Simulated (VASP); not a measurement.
# La (Im-3m) in VASP: further runs

Runs on La. Level: PBE. Tasks: single point, relaxation of cell and atoms.

Program: VASP 6.6.1. These are calculated values, not measurements. Logs are shortened: lines on timing, memory, paths and dates and some standing lists are left out, and cuts for length are marked.

## (1) The cell of the first run

The structure is cubic, space group Im-3m (No. 229). Conventional cell: a = 4.225 Å, b = 4.225 Å, c = 4.225 Å, α = 90.00°, β = 90.00°, γ = 90.00°. La (site symmetry m-3m) has 14 La at 3.66 to 4.23 Å within 4.8 Å.

## (2) Single point, PBE

INCAR

```
PREC = Accurate
ENCUT = 520
EDIFF = 1E-7
ISMEAR = -1
SIGMA = 0.05
LREAL = F
LASPH = T
NELM = 80
ALGO = Normal
ISIF = 2
LWAVE = F
LCHARG = F
GGA = PE
NBANDS = 12
```

KPOINTS

```
Automatic mesh
0
Gamma
  13 13 13
```

POSCAR

```
La
1.0
   -2.1127413667      2.1127413667      2.1127413667
    2.1127413667     -2.1127413667      2.1127413667
    2.1127413667      2.1127413667     -2.1127413667
La
1
Direct
    0.0000000000      0.0000000000      0.0000000000
```

Potentials or basis: VASP PAW PBE potentials, release 64 (La).

Run with:

```bash
$ cat potpaw_PBE.64/La/POTCAR > POTCAR
$ mpirun -np 1 vasp_std > vasp.out
```

OUTCAR:

```text
PREC = Accurate
   ENCUT = 520
   EDIFF = 1E-7
   ISMEAR = -1
   LREAL = F
   LASPH = T
   NELM = 80
   ISIF = 2
   GGA = PE

 ion  position               nearest neighbor table
   1  0.000  0.000  0.000-

  LATTYP: Found a body centered cubic cell.
 ALAT       =     4.2254827334

  Lattice vectors:

 A1 = (  -2.1127413667,   2.1127413667,   2.1127413667)
 A2 = (   2.1127413667,  -2.1127413667,   2.1127413667)
 A3 = (   2.1127413667,   2.1127413667,  -2.1127413667)

Analysis of symmetry for initial positions (statically):
=====================================================================
 Subroutine PRICEL returns:
 Original cell was already a primitive cell.

 Routine SETGRP: Setting up the symmetry group for a
 body centered cubic supercell.

 Subroutine GETGRP returns: Found 48 space group operations
 (whereof 48 operations were pure point group operations)
 out of a pool of 48 trial point group operations.

The static configuration has the point symmetry O_h .

Analysis of symmetry for dynamics (positions and initial velocities):
=====================================================================
 Subroutine PRICEL returns:
 Original cell was already a primitive cell.

 Routine SETGRP: Setting up the symmetry group for a
 body centered cubic supercell.

 Subroutine GETGRP returns: Found 48 space group operations
 (whereof 48 operations were pure point group operations)
 out of a pool of 48 trial point group operations.

The dynamic configuration has the point symmetry O_h .

 Subroutine INISYM returns: Found 48 space group operations
 (whereof 48 operations are pure point group operations),
 and found     1 'primitive' translations

----------------------------------------------------------------------------------------

                                     Primitive cell

  volume of cell :      37.7224

  direct lattice vectors                    reciprocal lattice vectors
    -2.112741367  2.112741367  2.112741367     0.000000000  0.236659351  0.236659351
     2.112741367 -2.112741367  2.112741367     0.236659351  0.000000000  0.236659351
     2.112741367  2.112741367 -2.112741367     0.236659351  0.236659351  0.000000000

  length of vectors
     3.659375390  3.659375390  3.659375390     0.334686863  0.334686863  0.334686863

  position of ions in fractional coordinates (direct lattice)
     0.000000000  0.000000000  0.000000000

  ion indices of the primitive-cell ions
   primitive index   ion index
                 1           1

----------------------------------------------------------------------------------------

 KPOINTS: Automatic mesh

Automatic generation of k-mesh.
 Grid dimensions read from file:
 generate k-points for:   13   13   13

 Generating k-lattice:

  Cartesian coordinates                     Fractional coordinates (reciprocal lattice)
     0.000000000  0.018204565  0.018204565     0.076923077  0.000000000  0.000000000
     0.018204565  0.000000000  0.018204565     0.000000000  0.076923077  0.000000000
     0.018204565  0.018204565  0.000000000     0.000000000  0.000000000  0.076923077

  Length of vectors
     0.025745143  0.025745143  0.025745143

  Shift w.r.t. Gamma in fractional coordinates (k-lattice)
     0.000000000  0.000000000  0.000000000

 Subroutine IBZKPT returns following result:
 ===========================================

 Found     84 irreducible k-points:

 Following reciprocal coordinates:
            Coordinates               Weight
  0.000000  0.000000  0.000000      1.000000
  0.076923  0.000000  0.000000     12.000000
  0.153846  0.000000  0.000000     12.000000
  0.230769  0.000000  0.000000     12.000000
  0.307692  0.000000  0.000000     12.000000
  0.384615  0.000000  0.000000     12.000000
[... 16 lines left out ...]
  0.153846  0.076923  0.076923     24.000000
  0.230769  0.076923  0.076923     24.000000
 [... further k-points ...]
   k-points           NKPTS =     84   k-points in BZ     NKDIM =     84   number of bands    NBANDS=     12
   number of dos      NEDOS =    301   number of ions     NIONS =      1
   total plane-waves  NPLWV =  21952
   dimension x,y,z NGX =    28 NGY =   28 NGZ =   28
   dimension x,y,z NGXF=    56 NGYF=   56 NGZF=   56
   ions per type =               1
   NGX,Y,Z   is equivalent  to a cutoff of  12.72, 12.72, 12.72 a.u.
   NGXF,Y,Z  is equivalent  to a cutoff of  25.44, 25.44, 25.44 a.u.
 SYSTEM =  unknown system
   PREC   = accura    normal or accurate (medium, high low for compatibility)
   ISTART =      0    job   : 0-new  1-cont  2-samecut
   ICHARG =      2    charge: 1-file 2-atom 10-const
   ISPIN  =      1    spin polarized calculation?
   LNONCOLLINEAR =      F non collinear calculations
   LSORBIT =      F    spin-orbit coupling
   LASPH  =      T    aspherical Exc in radial PAW
   ENCUT  =  520.0 eV  38.22 Ry    6.18 a.u.   6.80  6.80  6.80*2*pi/ulx,y,z
   NELM   =     80;   NELMIN=  2; NELMDL= -5     # of ELM steps
   EDIFF  = 0.1E-06   stopping-criterion for ELM
   LREAL  =      F    real-space projection
   EDIFFG = 0.1E-05   stopping-criterion for IOM
   NSW    =      0    number of steps for IOM
   IBRION =     -1    ionic relax: 0-MD 1-quasi-New 2-CG
   NFREE  =      0    steps in history (QN), initial steepest desc. (CG)
   ISIF   =      2    stress and relaxation
   ISYM   =      2    0-nonsym 1-usesym 2-fastsym
   POTIM  = 0.5000    time-step for ionic-motion
   TEBEG  =    0.0;   TEEND  =   0.0 temperature during run
   PSTRESS=    0.0 pullay stress
   NELECT =      11.0000    total number of electrons
   NUPDOWN=      -1.0000    fix difference up-down
   EMIN   =  10.00;   EMAX   =-10.00  energy-range for DOS
   EFERMI =   0.00;   METHOD = LEGACY
   ISMEAR =    -1;   SIGMA  =   0.05  broadening in eV -4-tet -1-fermi 0-gaus
   EFERMI_NEDOS =   21; number of points for ismear=-14 and -15
   IALGO  =     38    algorithm
   IMIX   =      4    mixing-type and parameters
     AMIX     =   0.40;   BMIX     =  1.00
     AMIX_MAG =   1.60;   BMIX_MAG =  1.00
  volume/ion in A,a.u.               =      37.72       254.56
  Fermi-wavevector in a.u.,A,eV,Ry     =   1.085607  2.051500 16.035052  1.178543
  Thomas-Fermi vector in A             =   2.221725
   LORBIT       =      0    0 simple, 1 ext, 2 COOP (PROOUT), +10 PAW based schemes
   GGA     = PE    functional components
   LHFCALC =     F    Hartree Fock is set to
   AEXX    =    0.0000 exact exchange contribution
   IVDW    =     0    specifies the selected vdW correction
   LEPSILON=     F    determine dielectric tensor
   LRPA    =     F    only Hartree local field effects (RPA)
 non-spin polarized calculation
  energy-cutoff  :      520.00
  volume of cell :       37.72
 maximum number of plane-waves:      1032
   NGX = 13   NGY = 13   NGZ = 13

 number of electron      11.0000000 magnetization

 Free energy of the ion-electron system (eV)
  ---------------------------------------------------
  ext. energy  EPLUGINS =         0.00000000
  ---------------------------------------------------
  free energy    TOTEN  =        -4.77077656 eV

  energy without entropy =       -4.74560500  energy(sigma->0) =       -4.75819078

 E-fermi :   7.7180     XC(G=0):  -9.4985

 val. band max:        7.7112478737   @ k =   0.3077   0.2308   0.0000
 cond. band min:       7.7421222212   @ k =  -0.3846   0.4615   0.1538
 fundamental gap:      0.0308743475
 Fermi energy:         7.7179890941

 k-point     1 :       0.0000    0.0000    0.0000
  band No.  band energies     occupation
      1     -25.1987      2.00000
      2      -8.2126      2.00000
      3      -8.2126      2.00000
      4      -8.2126      2.00000
      5       4.5265      2.00000
      6       9.1864      0.00000
      7       9.1864      0.00000
      8       9.1864      0.00000
      9       9.2057      0.00000
     10       9.2057      0.00000
     11       9.2057      0.00000
     12       9.9202      0.00000

 k-point     2 :       0.0769    0.0000    0.0000
  band No.  band energies     occupation
      1     -25.1878      2.00000
      2      -8.2979      2.00000
      3      -8.2375      2.00000
      4      -8.2136      2.00000
      5       4.7095      2.00000
      6       8.8866      0.00000
      7       8.8872      0.00000
      8       9.1990      0.00000
      9       9.2510      0.00000
     10       9.4277      0.00000
     11       9.4315      0.00000
     12       9.9104      0.00000

 k-point     3 :       0.1538    0.0000    0.0000
  band No.  band energies     occupation
      1     -25.1573      2.00000
      2      -8.5262      2.00000
      3      -8.3056      2.00000
      4      -8.2165      2.00000
      5       5.1965      2.00000
      6       8.5336      0.00000
      7       8.5347      0.00000
      8       9.1849      0.00000
      9       9.3682      0.00000
     10       9.5588      0.00000
     11       9.5915      0.00000
     12       9.8645      0.00000
[... 286 lines left out ...]
 k-point    23 :       0.1538    0.0769    0.0769
  band No.  band energies     occupation
      1     -25.0999      2.00000
      2      -8.9256      2.00000
      3      -8.3758      2.00000
      4      -8.2832      2.00000
      5       6.0780      2.00000
      6       8.0084      0.00599
      7       8.0400      0.00319
      8       9.3250      0.00000
      9       9.5396      0.00000
     10       9.5982      0.00000
     11       9.6250      0.00000
     12       9.9071      0.00000

 k-point    24 :       0.2308    0.0769    0.0769
  band No.  band energies     occupation
      1     -25.0575      2.00000
      2      -9.1620      2.00000
      3      -8.5031      2.00000
      4      -8.2945      2.00000
      5       6.4396      2.00000
      6       7.7761      0.47648
      7       8.1998      0.00013
      8       9.3224      0.00000
      9       9.5515      0.00000
     10       9.6297      0.00000
     11       9.6875      0.00000
     12       9.8951      0.00000

 [... further k-points ...]

------------------------ aborting loop because EDIFF is reached ----------------------------------------

  FORCE on cell =-STRESS in cart. coord.  units (eV):
  Direction    XX          YY          ZZ          XY          YZ          ZX
  --------------------------------------------------------------------------------------
  -------------------------------------------------------------------------------------
  Total        0.0085833      0.0085833      0.0085833     -0.0000000     -0.0000000      0.0000000
  in kB        0.3645580      0.3645580      0.3645580     -0.0000000     -0.0000000      0.0000000
  external PRESSURE =       0.3645580 kB  Pullay stress =       0.0000000 kB

 VOLUME and BASIS-vectors are now :
 -----------------------------------------------------------------------------
  energy-cutoff  :      520.00
  volume of cell :       37.72
      direct lattice vectors                 reciprocal lattice vectors
    -2.112741367  2.112741367  2.112741367     0.000000000  0.236659351  0.236659351
     2.112741367 -2.112741367  2.112741367     0.236659351  0.000000000  0.236659351
     2.112741367  2.112741367 -2.112741367     0.236659351  0.236659351  0.000000000

 POSITION                                       TOTAL-FORCE (eV/Angst)
 -----------------------------------------------------------------------------------
      0.00000      0.00000      0.00000        -0.000000      0.000000     -0.000000
 -----------------------------------------------------------------------------------
    total drift:                                0.000000      0.000000      0.000000

  FREE ENERGIE OF THE ION-ELECTRON SYSTEM (eV)
  ---------------------------------------------------
  free  energy   TOTEN  =        -4.7707765572 eV

  energy  without entropy=       -4.7456049961  energy(sigma->0) =       -4.75819078
```

Run time: 42 s. Hardware: 1 thread of AMD EPYC 9R45 (Zen 5), shared host; peak memory 0.16 GiB.

Results:

```
Free energy : -4.7708 eV
Pressure    : 0.0 GPa
```

Levels at points of the mesh, in eV from the Fermi level:
```
           k point  band 4  band 5  band 6  band 7  band 8  band 9
(0.00, 0.00, 0.00)  -15.93   -3.19    1.47    1.47    1.47    1.49
```

Caveat: spin-orbit coupling is left out, which moves the levels of the heavy elements.

## (3) Relaxation of cell and atoms, PBE, target pressure 4.4 GPa, at which the enthalpy is minimised

This run uses another cell than the first one, of 33.01 Å³/atom, 0.875 times its volume.

INCAR

```
  PREC = Accurate
  ENCUT = 600
  EDIFF = 1E-6
  ISMEAR = -1
  SIGMA = 0.05
  LREAL = False
  LASPH = True
  NELM = 100
  ALGO = Normal
  ISIF = 3
  LWAVE = False
  LCHARG = False
  GGA = PE
  IBRION = 2
  NSW = 60
  EDIFFG = -0.005
  PSTRESS = 44.0
```

KPOINTS

```
regular mesh
0
Gamma
  13 13 13
```

POSCAR

```
La
1.0
   -2.0207644208      2.0207644208      2.0207644208
    2.0207644208     -2.0207644208      2.0207644208
    2.0207644208      2.0207644208     -2.0207644208
La
1
Direct
    0.0000000000      0.0000000000      0.0000000000
```

Potentials or basis: VASP PAW PBE potentials, release 64 (La).

Run with:

```bash
$ cat potpaw_PBE.64/La/POTCAR > POTCAR
$ mpirun -np 1 vasp_std > vasp.out
```

OUTCAR:

```text
PREC = Accurate
   ENCUT = 600
   EDIFF = 1E-6
   ISMEAR = -1
   LREAL = False
   LASPH = True
   NELM = 100
   ISIF = 3
   GGA = PE
   IBRION = 2
   NSW = 60
   EDIFFG = -0.005
   PSTRESS = 44.0

 ion  position               nearest neighbor table
   1  0.000  0.000  0.000-

  LATTYP: Found a body centered cubic cell.
 ALAT       =     4.0415288416

  Lattice vectors:

 A1 = (  -2.0207644208,   2.0207644208,   2.0207644208)
 A2 = (   2.0207644208,  -2.0207644208,   2.0207644208)
 A3 = (   2.0207644208,   2.0207644208,  -2.0207644208)

Analysis of symmetry for initial positions (statically):
[... 248 lines left out ...]
  ---------------------------------------------------
  ext. energy  EPLUGINS =         0.00000000
  ---------------------------------------------------
  free energy    TOTEN  =        -4.71101316 eV

  energy without entropy =       -4.68768315  energy(sigma->0) =       -4.69934816

 E-fermi :   8.9905     XC(G=0): -10.0455

 val. band max:        8.9741165393   @ k =   0.1538   0.1538   0.1538
 cond. band min:       9.0008331472   @ k =   0.2308   0.0769   0.0769
 fundamental gap:      0.0267166079
 Fermi energy:         8.9904972400

 k-point     1 :       0.0000    0.0000    0.0000
  band No.  band energies     occupation
      1     -23.7347      2.00000
      2      -6.4448      2.00000
      3      -6.4448      2.00000
      4      -6.4448      2.00000
      5       5.9870      2.00000
      6      10.6181      0.00000
      7      10.6181      0.00000
      8      10.6184      0.00000
      9      10.6720      0.00000
[... 265 lines left out ...]
 k-point    24 :       0.2308    0.0769    0.0769
  band No.  band energies     occupation
      1     -23.4999      2.00000
      2      -7.8277      2.00000
      3      -6.8719      2.00000
      4      -6.5731      2.00000
      5       7.8531      2.00000
      6       9.0008      0.89701
      7       9.7462      0.00000
      8      10.8222      0.00000
      9      11.1394      0.00000

 [... further k-points ...]
[... 5 lines left out ...]
  --------------------------------------------------------------------------------------
  -------------------------------------------------------------------------------------
  Total        0.9087554      0.9087554      0.9087554     -0.0000000      0.0000000     -0.0000000
  in kB       44.0493296     44.0493296     44.0493296     -0.0000000      0.0000000     -0.0000000
  external PRESSURE =       0.0493296 kB  Pullay stress =      44.0000000 kB
[... 20 lines left out ...]
  energy  without entropy=       -4.6876831491  energy(sigma->0) =       -4.69934816

  enthalpy is  TOTEN    =        -3.8032754982 eV   P V=        0.9077376629

 reached required accuracy - stopping structural energy minimisation
```

OSZICAR:

```text
N       E                     dE             d eps       ncg     rms          rms(c)
DAV:   1     0.102155834351E+03    0.10216E+03   -0.42099E+03  1512   0.180E+03
[... 16 lines left out ...]
DAV:   4    -0.471216728788E+01    0.84361E-06   -0.81994E-06  2872   0.321E-02
   2 F= -.38032739E+01 E0= -.37916157E+01  d E =-.592147E-05
       N       E                     dE             d eps       ncg     rms          rms(c)
DAV:   1    -0.471114521727E+01    0.10229E-02   -0.37191E-03  2405   0.667E-01    0.562E-02
DAV:   2    -0.471103231644E+01    0.11290E-03   -0.30907E-04  2830   0.225E-01    0.219E-02
DAV:   3    -0.471101247612E+01    0.19840E-04   -0.11055E-04  2965   0.113E-01    0.545E-03
DAV:   4    -0.471101316112E+01   -0.68500E-06   -0.20192E-06  2878   0.164E-02
   3 F= -.38032755E+01 E0= -.37916105E+01  d E =-.748045E-05
```

It took 35 s on 1 thread of AMD EPYC 9R45 (Zen 5), shared host; peak memory 0.17 GiB.

Results:

```
Free energy                                            : -4.7110 eV
Relaxed volume                                         : 33.05 Å³/atom
Relaxed cell                                           : a = 3.502 Å, b = 3.502 Å, c = 3.502 Å, α = 109.47°, β = 109.47°, γ = 109.47°
Space group after relaxing (to 0.05 Å)                 : Im-3m (No. 229)
Energy change on relaxing (the enthalpy is what falls) : -1.3 meV/atom
Ionic steps                                            : 3
Pressure after relaxing                                : 4.4 GPa
```

The path:
```
step  energy change (eV)  largest force (eV/Å)  pressure (GPa)  volume (Å³)
   1              0.0000                0.0000            4.49        33.01
   2             -0.0024                0.0000            4.36        33.10
   3             -0.0013                0.0000            4.40        33.05
```

Final structure:
```xyz
1
Lattice="-2.0217 2.0217 2.0217 2.0217 -2.0217 2.0217 2.0217 2.0217 -2.0217" Properties=species:S:1:pos:R:3 pbc="T T T"
La    0.0000    0.0000    0.0000
```

Caveat: the cell is relaxed towards a set pressure, so the enthalpy falls and the energy may rise; spin-orbit coupling is left out, which moves the levels of the heavy elements.
